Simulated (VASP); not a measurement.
# MgO (Fm-3m) in VASP: single point with PBE

Aim: the single point of MgO with PBE.

All numbers are computed with VASP 6.6.1; they aren't measurements. Logs are shortened: lines on timing, memory, paths and dates and some standing lists are left out, and cuts for length are marked.

**1. The cell of the first run**

The structure is cubic, space group Fm-3m (No. 225). The conventional cell has a = 4.254 Å, b = 4.254 Å, c = 4.254 Å, α = 90.00°, β = 90.00°, γ = 90.00°. Mg (site symmetry m-3m) has 6 O at 2.13 Å within 2.8 Å. Within 2.8 Å of O (site symmetry m-3m) lie 6 Mg at 2.13 Å.

**2. Single point, PBE**

Input file INCAR:

```
SYSTEM = MgO
PREC = Accurate ; ENCUT = 840
EDIFF = 1E-6 ; ISMEAR = 0
SIGMA = 0.02 ; LREAL = .FALSE.
LASPH = .TRUE. ; NELM = 120
ALGO = Normal ; ISIF = 2
LWAVE = .FALSE. ; LCHARG = .FALSE.
GGA = PE ; NBANDS = 15
GGA_COMPAT = .FALSE.
```

Input file KPOINTS:

```
Automatic mesh
0
G
  10 10 10
  0 0 0
```

Input file POSCAR:

```
MgO
1.0
    0.0000000000      2.1272184846      2.1272184846
    2.1272184846      0.0000000000      2.1272184846
    2.1272184846      2.1272184846      0.0000000000
Mg O
1 1
Direct
    0.0000000000      0.0000000000      0.0000000000
    0.5000000000      0.5000000000      0.5000000000
```

Potentials or basis: VASP PAW PBE potentials, release 64 (Mg_sv, O).

Command:

```bash
cat potpaw_PBE.64/Mg_sv/POTCAR potpaw_PBE.64/O/POTCAR > POTCAR
mpirun -np 1 vasp_std > vasp.out
```

OUTCAR:

```text
SYSTEM = MgO
   PREC = Accurate
   ENCUT = 840
   EDIFF = 1E-6
   ISMEAR = 0
   LREAL = .FALSE.
   LASPH = .TRUE.
   NELM = 120
   ISIF = 2
   GGA = PE

 ion  position               nearest neighbor table
   1  0.000  0.000  0.000-   2 2.13   2 2.13   2 2.13   2 2.13   2 2.13   2 2.13
   2  0.500  0.500  0.500-   1 2.13   1 2.13   1 2.13   1 2.13   1 2.13   1 2.13

  LATTYP: Found a face centered cubic cell.
 ALAT       =     4.2544369692

  Lattice vectors:

 A1 = (   0.0000000000,   2.1272184846,   2.1272184846)
 A2 = (   2.1272184846,   0.0000000000,   2.1272184846)
 A3 = (   2.1272184846,   2.1272184846,   0.0000000000)

Analysis of symmetry for initial positions (statically):
=====================================================================
 Subroutine PRICEL returns:
 Original cell was already a primitive cell.

 Routine SETGRP: Setting up the symmetry group for a
 face centered cubic supercell.

 Subroutine GETGRP returns: Found 48 space group operations
 (whereof 48 operations were pure point group operations)
 out of a pool of 48 trial point group operations.

The static configuration has the point symmetry O_h .

Analysis of symmetry for dynamics (positions and initial velocities):
=====================================================================
 Subroutine PRICEL returns:
 Original cell was already a primitive cell.

 Routine SETGRP: Setting up the symmetry group for a
 face centered cubic supercell.

 Subroutine GETGRP returns: Found 48 space group operations
 (whereof 48 operations were pure point group operations)
 out of a pool of 48 trial point group operations.

The dynamic configuration has the point symmetry O_h .

 Subroutine INISYM returns: Found 48 space group operations
 (whereof 48 operations are pure point group operations),
 and found     1 'primitive' translations

----------------------------------------------------------------------------------------

                                     Primitive cell

  volume of cell :      19.2516

  direct lattice vectors                    reciprocal lattice vectors
     0.000000000  2.127218485  2.127218485    -0.235048728  0.235048728  0.235048728
     2.127218485  0.000000000  2.127218485     0.235048728 -0.235048728  0.235048728
     2.127218485  2.127218485  0.000000000     0.235048728  0.235048728 -0.235048728

  length of vectors
     3.008341231  3.008341231  3.008341231     0.407116340  0.407116340  0.407116340

[... 78 lines left out ...]
   ENCUT  =  840.0 eV  61.74 Ry    7.86 a.u.   7.11  7.11  7.11*2*pi/ulx,y,z
   NELM   =    120;   NELMIN=  2; NELMDL= -5     # of ELM steps
   EDIFF  = 0.1E-05   stopping-criterion for ELM
   LREAL  =      F    real-space projection
[... 7 lines left out ...]
   TEBEG  =    0.0;   TEEND  =   0.0 temperature during run
   PSTRESS=    0.0 pullay stress
   NELECT =      16.0000    total number of electrons
   NUPDOWN=      -1.0000    fix difference up-down
   EMIN   =  10.00;   EMAX   =-10.00  energy-range for DOS
   EFERMI =   0.00;   METHOD = LEGACY
   ISMEAR =     0;   SIGMA  =   0.02  broadening in eV -4-tet -1-fermi 0-gaus
   EFERMI_NEDOS =   21; number of points for ismear=-14 and -15
   IALGO  =     38    algorithm
   IMIX   =      4    mixing-type and parameters
     AMIX     =   0.40;   BMIX     =  1.00
     AMIX_MAG =   1.60;   BMIX_MAG =  1.00
  volume/ion in A,a.u.               =       9.63        64.96
  Fermi-wavevector in a.u.,A,eV,Ry     =   1.539192  2.908651 32.233716  2.369111
  Thomas-Fermi vector in A             =   2.645454
   LORBIT       =      0    0 simple, 1 ext, 2 COOP (PROOUT), +10 PAW based schemes
   GGA     = PE    functional components
   LHFCALC =     F    Hartree Fock is set to
   AEXX    =    0.0000 exact exchange contribution
   IVDW    =     0    specifies the selected vdW correction
   LEPSILON=     F    determine dielectric tensor
   LRPA    =     F    only Hartree local field effects (RPA)
 non-spin polarized calculation
 Gauss-broadening in eV      SIGMA  =   0.02
  energy-cutoff  :      840.00
  volume of cell :       19.25
 maximum number of plane-waves:      1090
   NGX = 15   NGY = 15   NGZ = 15

 number of electron      15.9999997 magnetization

 Free energy of the ion-electron system (eV)
  ---------------------------------------------------
  ext. energy  EPLUGINS =         0.00000000
  ---------------------------------------------------
  free energy    TOTEN  =       -11.88483639 eV

  energy without entropy =      -11.88483639  energy(sigma->0) =      -11.88483639

 E-fermi :   2.8005     XC(G=0): -11.2409

 val. band max:        2.7031116721   @ k =   0.0000   0.0000   0.0000
 cond. band min:       7.1569082892   @ k =   0.0000   0.0000   0.0000
 fundamental gap:      4.4537966170
 Fermi energy:         2.8004686815

 k-point     1 :       0.0000    0.0000    0.0000
  band No.  band energies     occupation
      1     -69.6704      2.00000
      2     -36.3986      2.00000
      3     -36.3986      2.00000
      4     -36.3986      2.00000
      5     -14.3954      2.00000
      6       2.7031      2.00000
      7       2.7031      2.00000
      8       2.7031      2.00000
      9       7.1569      0.00000
     10      18.3380      0.00000
     11      18.3380      0.00000
     12      18.3380      0.00000
     13      22.1722      0.00000
     14      23.9195      0.00000
[... 401 lines left out ...]
      2     -36.4525      2.00000
      3     -36.4203      2.00000
      4     -36.4181      2.00000
      5     -13.2225      2.00000
      6      -0.7601      2.00000
      7       1.4496      2.00000
      8       1.6599      2.00000
      9      11.9991      0.00000
     10      12.7910      0.00000
     11      16.0106      0.00000
     12      20.5082      0.00000
     13      20.7083      0.00000
     14      27.2285      0.00000
     15      29.1031      0.00000

 [... further k-points ...]
[... 5 lines left out ...]
  --------------------------------------------------------------------------------------
  -------------------------------------------------------------------------------------
  Total       -0.0032784     -0.0032784     -0.0032784      0.0000000     -0.0000000      0.0000000
  in kB       -0.2728430     -0.2728430     -0.2728430      0.0000000     -0.0000000      0.0000000
  external PRESSURE =      -0.2728430 kB  Pullay stress =       0.0000000 kB

 VOLUME and BASIS-vectors are now :
 -----------------------------------------------------------------------------
  energy-cutoff  :      840.00
  volume of cell :       19.25
      direct lattice vectors                 reciprocal lattice vectors
     0.000000000  2.127218485  2.127218485    -0.235048728  0.235048728  0.235048728
     2.127218485  0.000000000  2.127218485     0.235048728 -0.235048728  0.235048728
     2.127218485  2.127218485  0.000000000     0.235048728  0.235048728 -0.235048728

 POSITION                                       TOTAL-FORCE (eV/Angst)
 -----------------------------------------------------------------------------------
      0.00000      0.00000      0.00000         0.000000     -0.000000     -0.000000
      2.12722      2.12722      2.12722        -0.000000      0.000000      0.000000
 -----------------------------------------------------------------------------------
    total drift:                                0.000000      0.000000      0.000000

  FREE ENERGIE OF THE ION-ELECTRON SYSTEM (eV)
  ---------------------------------------------------
  free  energy   TOTEN  =       -11.8848363925 eV

  energy  without entropy=      -11.8848363925  energy(sigma->0) =      -11.88483639
```

OSZICAR:

```text
N       E                     dE             d eps       ncg     rms          rms(c)
DAV:   1     0.159586577853E+03    0.15959E+03   -0.13682E+04  1410   0.176E+03
DAV:   2    -0.785311054165E+01   -0.16744E+03   -0.15718E+03  1648   0.437E+02
DAV:   3    -0.133990225513E+02   -0.55459E+01   -0.55182E+01  1908   0.769E+01
DAV:   4    -0.134811694954E+02   -0.82147E-01   -0.82139E-01  1564   0.922E+00
DAV:   5    -0.134826819806E+02   -0.15125E-02   -0.15125E-02  1873   0.105E+00    0.861E+00
DAV:   6    -0.119091183294E+02    0.15736E+01   -0.26163E+00  1529   0.148E+01    0.287E+00
DAV:   7    -0.118961377378E+02    0.12981E-01   -0.14005E-01  1634   0.342E+00    0.174E+00
DAV:   8    -0.118859066675E+02    0.10231E-01   -0.40148E-02  1739   0.227E+00    0.349E-01
DAV:   9    -0.118846376401E+02    0.12690E-02   -0.38950E-03  1606   0.571E-01    0.101E-01
DAV:  10    -0.118848475645E+02   -0.20992E-03   -0.31348E-04  1676   0.190E-01    0.507E-02
DAV:  11    -0.118848362515E+02    0.11313E-04   -0.28842E-05  1767   0.544E-02    0.621E-03
DAV:  12    -0.118848363925E+02   -0.14103E-06   -0.64835E-07  1314   0.118E-02
   1 F= -.11884836E+02 E0= -.11884836E+02  d E =-.173194E-14
```

stdout:

```text
POSCAR found type information on POSCAR MgO
 POSCAR found :  2 types and       2 ions
 scaLAPACK will be used
 LDA part: xc-table for (Slater+PW92), standard interpolation
 POSCAR, INCAR and KPOINTS ok, starting setup
 FFT: planning ... GRIDC
 FFT: planning ... GRID_SOFT
 FFT: planning ... GRID
 WAVECAR not read
 entering main loop
```

Run time: 18 s. Hardware: 1 thread of Intel Xeon Platinum 8259CL at 2.50GHz (Skylake/Cascade Lake), shared host; peak memory 0.16 GiB.

What came out:

```yaml
Free_energy: -11.8848 eV
Pressure: 0.0 GPa
Band_gap_on_the_k_mesh: 4.45 eV
```
